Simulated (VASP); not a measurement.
# GaSb (I-4m2) in VASP: further runs, part 2 of 2

VASP 6.6.1.

### Step 3. Single point, PBE

This run uses another cell than the first one, of the same volume but with other edges.

File INCAR:

```
SYSTEM = GaSb
PREC = Accurate ; ENCUT = 520
EDIFF = 1E-7 ; ISMEAR = 0
SIGMA = 0.15 ; LREAL = .False.
LASPH = .True. ; NELM = 100
ALGO = Normal ; ISIF = 2
LWAVE = .False. ; LCHARG = .False.
GGA = PE ; NBANDS = 16
```

File KPOINTS:

```
Automatic mesh
0
Gamma
  16 16 16
  0 0 0
```

File POSCAR:

```
GaSb
1.0
    0.0000000000      2.8028403405      3.6436924427
    2.8028403405      0.0000000000      3.6436924427
    2.8028403405      2.8028403405      0.0000000000
Ga Sb
1 1
Direct
    0.0000000000      0.0000000000      0.0000000000
    0.7500000000      0.7500000000      0.7500000000
```

Potentials or basis: VASP PAW PBE potentials, release 64 (Ga_d, Sb).

Command:

```console
> cat potpaw_PBE.64/Ga_d/POTCAR potpaw_PBE.64/Sb/POTCAR > POTCAR
> mpirun -np 1 vasp_std > vasp.out
```

OUTCAR:

```text
SYSTEM = GaSb
   PREC = Accurate
   ENCUT = 520
   EDIFF = 1E-7
   ISMEAR = 0
   LREAL = .False.
   LASPH = .True.
   NELM = 100
   ISIF = 2
   GGA = PE

 ion  position               nearest neighbor table
   1  0.000  0.000  0.000-   2 2.69   2 2.69   2 2.69   2 2.69
   2  0.750  0.750  0.750-   1 2.69   1 2.69   1 2.69   1 2.69

  LATTYP: Found a body centered tetragonal cell.
 ALAT       =     3.9638148227
 C/A-ratio  =     1.8384776311

  Lattice vectors:

 A1 = (  -2.8028403405,   0.0000000000,   3.6436924427)
 A2 = (   2.8028403405,   0.0000000000,   3.6436924427)
 A3 = (   0.0000000000,   2.8028403405,  -3.6436924427)

Analysis of symmetry for initial positions (statically):
=====================================================================
 Subroutine PRICEL returns:
 Original cell was already a primitive cell.

 Routine SETGRP: Setting up the symmetry group for a
 body centered tetragonal supercell.

 Subroutine GETGRP returns: Found  8 space group operations
 (whereof  8 operations were pure point group operations)
 out of a pool of 16 trial point group operations.

The static configuration has the point symmetry D_2d.

Analysis of symmetry for dynamics (positions and initial velocities):
=====================================================================
 Subroutine PRICEL returns:
 Original cell was already a primitive cell.

 Routine SETGRP: Setting up the symmetry group for a
 body centered tetragonal supercell.

 Subroutine GETGRP returns: Found  8 space group operations
 (whereof  8 operations were pure point group operations)
 out of a pool of 16 trial point group operations.

The dynamic configuration has the point symmetry D_2d.

 Subroutine INISYM returns: Found  8 space group operations
 (whereof  8 operations are pure point group operations),
 and found     1 'primitive' translations

----------------------------------------------------------------------------------------

                                     Primitive cell

  volume of cell :      57.2491

  direct lattice vectors                    reciprocal lattice vectors
     0.000000000  2.802840340  3.643692443    -0.178390468  0.178390468  0.137223437
     2.802840340  0.000000000  3.643692443     0.178390468 -0.178390468  0.137223437
     2.802840340  2.802840340  0.000000000     0.178390468  0.178390468 -0.137223437

  length of vectors
     4.596999956  4.596999956  3.963814823     0.287187377  0.287187377  0.287187377

  position of ions in fractional coordinates (direct lattice)
     0.000000000  0.000000000  0.000000000
     0.750000000  0.750000000  0.750000000

  ion indices of the primitive-cell ions
   primitive index   ion index
                 1           1
                 2           2

----------------------------------------------------------------------------------------

 KPOINTS: Automatic mesh

Automatic generation of k-mesh.
 Grid dimensions read from file:
 generate k-points for:   16   16   16

 Generating k-lattice:

  Cartesian coordinates                     Fractional coordinates (reciprocal lattice)
    -0.011149404  0.011149404  0.008576465     0.062500000 -0.000000000  0.000000000
     0.011149404 -0.011149404  0.008576465    -0.000000000  0.062500000  0.000000000
     0.011149404  0.011149404 -0.008576465     0.000000000  0.000000000  0.062500000

  Length of vectors
     0.017949211  0.017949211  0.017949211

  Shift w.r.t. Gamma in fractional coordinates (k-lattice)
     0.000000000  0.000000000  0.000000000

 Subroutine IBZKPT returns following result:
 ===========================================

 Found    349 irreducible k-points:

 Following reciprocal coordinates:
            Coordinates               Weight
  0.000000  0.000000  0.000000      1.000000
  0.062500  0.000000  0.000000      8.000000
  0.125000  0.000000  0.000000      8.000000
  0.187500 -0.000000  0.000000      8.000000
  0.250000  0.000000  0.000000      8.000000
  0.312500  0.000000  0.000000      8.000000
[... 16 lines left out ...]
 -0.125000  0.062500  0.000000      8.000000
 -0.062500  0.062500  0.000000      4.000000
 [... further k-points ...]
   k-points           NKPTS =    349   k-points in BZ     NKDIM =    349   number of bands    NBANDS=     16
   number of dos      NEDOS =    301   number of ions     NIONS =      2
   total plane-waves  NPLWV =  38880
   dimension x,y,z NGX =    36 NGY =   36 NGZ =   30
   dimension x,y,z NGXF=    72 NGYF=   72 NGZF=   60
   ions per type =               1   1
   NGX,Y,Z   is equivalent  to a cutoff of  13.02, 13.02, 12.58 a.u.
   NGXF,Y,Z  is equivalent  to a cutoff of  26.04, 26.04, 25.16 a.u.
 SYSTEM =  GaSb
   PREC   = accura    normal or accurate (medium, high low for compatibility)
   ISTART =      0    job   : 0-new  1-cont  2-samecut
   ICHARG =      2    charge: 1-file 2-atom 10-const
   ISPIN  =      1    spin polarized calculation?
   LNONCOLLINEAR =      F non collinear calculations
   LSORBIT =      F    spin-orbit coupling
   LASPH  =      T    aspherical Exc in radial PAW
   ENCUT  =  520.0 eV  38.22 Ry    6.18 a.u.   8.55  8.55  7.37*2*pi/ulx,y,z
   NELM   =    100;   NELMIN=  2; NELMDL= -5     # of ELM steps
   EDIFF  = 0.1E-06   stopping-criterion for ELM
   LREAL  =      F    real-space projection
   EDIFFG = 0.1E-05   stopping-criterion for IOM
   NSW    =      0    number of steps for IOM
   IBRION =     -1    ionic relax: 0-MD 1-quasi-New 2-CG
   NFREE  =      0    steps in history (QN), initial steepest desc. (CG)
   ISIF   =      2    stress and relaxation
   ISYM   =      2    0-nonsym 1-usesym 2-fastsym
   POTIM  = 0.5000    time-step for ionic-motion
   TEBEG  =    0.0;   TEEND  =   0.0 temperature during run
   PSTRESS=    0.0 pullay stress
   NELECT =      18.0000    total number of electrons
   NUPDOWN=      -1.0000    fix difference up-down
   EMIN   =  10.00;   EMAX   =-10.00  energy-range for DOS
   EFERMI =   0.00;   METHOD = LEGACY
   ISMEAR =     0;   SIGMA  =   0.15  broadening in eV -4-tet -1-fermi 0-gaus
   EFERMI_NEDOS =   21; number of points for ismear=-14 and -15
   IALGO  =     38    algorithm
   IMIX   =      4    mixing-type and parameters
     AMIX     =   0.40;   BMIX     =  1.00
     AMIX_MAG =   1.60;   BMIX_MAG =  1.00
  volume/ion in A,a.u.               =      28.62       193.17
  Fermi-wavevector in a.u.,A,eV,Ry     =   1.113208  2.103657 16.860766  1.239231
  Thomas-Fermi vector in A             =   2.249790
   LORBIT       =      0    0 simple, 1 ext, 2 COOP (PROOUT), +10 PAW based schemes
   GGA     = PE    functional components
   LHFCALC =     F    Hartree Fock is set to
   AEXX    =    0.0000 exact exchange contribution
   IVDW    =     0    specifies the selected vdW correction
   LEPSILON=     F    determine dielectric tensor
   LRPA    =     F    only Hartree local field effects (RPA)
 non-spin polarized calculation
 Gauss-broadening in eV      SIGMA  =   0.15
  energy-cutoff  :      520.00
  volume of cell :       57.25
 maximum number of plane-waves:      1574
 NGX is ok and might be reduce to    36

 number of electron      17.9999998 magnetization

 Free energy of the ion-electron system (eV)
  ---------------------------------------------------
  ext. energy  EPLUGINS =         0.00000000
  ---------------------------------------------------
  free energy    TOTEN  =        -6.93723543 eV

  energy without entropy =       -6.93107446  energy(sigma->0) =       -6.93415495

 E-fermi :   5.1409     XC(G=0):  -9.1662

 val. band max:        5.1397698292   @ k =   0.4375   0.0000   0.4375
 cond. band min:       5.1440088657   @ k =  -0.3750   0.0000   0.0625
 fundamental gap:      0.0042390365
 Fermi energy:         5.1409096029

 k-point     1 :       0.0000    0.0000    0.0000
  band No.  band energies     occupation
      1     -10.1625      2.00000
      2     -10.1301      2.00000
      3     -10.1301      2.00000
      4     -10.1083      2.00000
      5     -10.0985      2.00000
      6      -6.5023      2.00000
[... 8 lines left out ...]
     15      11.2479      0.00000
     16      12.1287      0.00000
[... 419 lines left out ...]
 k-point    24 :      -0.0625    0.0625    0.0000
  band No.  band energies     occupation
      1     -10.1595      2.00000
      2     -10.1347      2.00000
      3     -10.1293      2.00000
      4     -10.1093      2.00000
      5     -10.0972      2.00000
      6      -6.3782      2.00000
[... 8 lines left out ...]
     15      11.7280      0.00000
     16      12.8147      0.00000

 [... further k-points ...]

------------------------ aborting loop because EDIFF is reached ----------------------------------------

  FORCE on cell =-STRESS in cart. coord.  units (eV):
  Direction    XX          YY          ZZ          XY          YZ          ZX
  --------------------------------------------------------------------------------------
  -------------------------------------------------------------------------------------
  Total        2.3402487      2.3402487     -2.1447329      0.0000000     -0.0000000      0.0000000
  in kB       65.4943992     65.4943992    -60.0226786      0.0000000     -0.0000000      0.0000000
  external PRESSURE =      23.6553732 kB  Pullay stress =       0.0000000 kB

 VOLUME and BASIS-vectors are now :
 -----------------------------------------------------------------------------
  energy-cutoff  :      520.00
  volume of cell :       57.25
      direct lattice vectors                 reciprocal lattice vectors
     0.000000000  2.802840340  3.643692443    -0.178390468  0.178390468  0.137223437
     2.802840340  0.000000000  3.643692443     0.178390468 -0.178390468  0.137223437
     2.802840340  2.802840340  0.000000000     0.178390468  0.178390468 -0.137223437

 POSITION                                       TOTAL-FORCE (eV/Angst)
 -----------------------------------------------------------------------------------
      0.00000      0.00000      0.00000        -0.000000     -0.000000     -0.000000
      4.20426      4.20426      5.46554         0.000000      0.000000      0.000000
 -----------------------------------------------------------------------------------
    total drift:                                0.000001      0.000001     -0.000008

  FREE ENERGIE OF THE ION-ELECTRON SYSTEM (eV)
  ---------------------------------------------------
  free  energy   TOTEN  =        -6.9372354340 eV

  energy  without entropy=       -6.9310744644  energy(sigma->0) =       -6.93415495
```

OSZICAR:

```text
N       E                     dE             d eps       ncg     rms          rms(c)
DAV:   1     0.817476087799E+02    0.81748E+02   -0.85908E+03 11312   0.139E+03
DAV:   2    -0.631386697090E+00   -0.82379E+02   -0.79376E+02 13120   0.297E+02
DAV:   3    -0.688138058656E+01   -0.62500E+01   -0.62298E+01 13776   0.645E+01
DAV:   4    -0.699034681932E+01   -0.10897E+00   -0.10895E+00 13776   0.965E+00
DAV:   5    -0.699288192328E+01   -0.25351E-02   -0.25351E-02 14640   0.129E+00    0.292E+00
DAV:   6    -0.694912310917E+01    0.43759E-01   -0.66315E-02 15584   0.381E+00    0.172E+00
DAV:   7    -0.693660375972E+01    0.12519E-01   -0.32309E-02 14016   0.146E+00    0.378E-01
DAV:   8    -0.693695336065E+01   -0.34960E-03   -0.41191E-03 14152   0.669E-01    0.801E-02
DAV:   9    -0.693719713487E+01   -0.24377E-03   -0.44333E-04 13448   0.179E-01    0.270E-02
DAV:  10    -0.693722306935E+01   -0.25934E-04   -0.31477E-05 14288   0.386E-02    0.880E-03
DAV:  11    -0.693723526563E+01   -0.12196E-04   -0.17049E-05 13248   0.298E-02    0.582E-03
DAV:  12    -0.693723559740E+01   -0.33178E-06   -0.86394E-07 14504   0.921E-03    0.884E-04
DAV:  13    -0.693723538252E+01    0.21489E-06   -0.57655E-08 10864   0.168E-03    0.262E-04
DAV:  14    -0.693723543403E+01   -0.51513E-07   -0.97699E-09  7840   0.964E-04
   1 F= -.69372354E+01 E0= -.69341549E+01  d E =-.616097E-02
```

stdout:

```text
POSCAR found type information on POSCAR GaSb
 POSCAR found :  2 types and       2 ions
 scaLAPACK will be used
 LDA part: xc-table for (Slater+PW92), standard interpolation
 POSCAR, INCAR and KPOINTS ok, starting setup
 FFT: planning ... GRIDC
 FFT: planning ... GRID_SOFT
 FFT: planning ... GRID
 WAVECAR not read
 entering main loop
```

It took 1.8 min on 1 thread of Intel Xeon 6975P-C (Granite Rapids), shared host; peak memory 0.45 GiB.

Results:

```
Free energy            : -6.9372 eV
Pressure               : 2.4 GPa
Band gap on the k mesh : zero (band 9 reaches 5.55 eV, above the bottom of band 10 at 4.95 eV)
```

Stress tensor (GPa, compression positive):
```
 6.55  0.00  0.00
 0.00  6.55  0.00
 0.00  0.00 -6.00
```

Levels at points of the mesh, in eV from the Fermi level:
| k point | band 7 | band 8 | band 9 | band 10 | band 11 | band 12 |
| --- | --- | --- | --- | --- | --- | --- |
| (0.00, 0.00, 0.00) | -1.65 | -0.95 | 0.40 | 0.40 | 2.64 | 2.64 |
| (0.50, 0.00, 0.00) | -6.54 | -2.42 | -0.67 | -0.15 | 3.91 | 4.29 |
| (0.50, 0.50, 0.00) | -7.72 | -1.57 | -1.57 | 2.07 | 2.28 | 7.91 |
| (0.50, 0.00, 0.50) | -6.52 | -3.25 | -2.98 | 0.04 | 0.53 | 6.39 |

Caveat: spin-orbit coupling is left out, which moves the levels of the heavy elements.
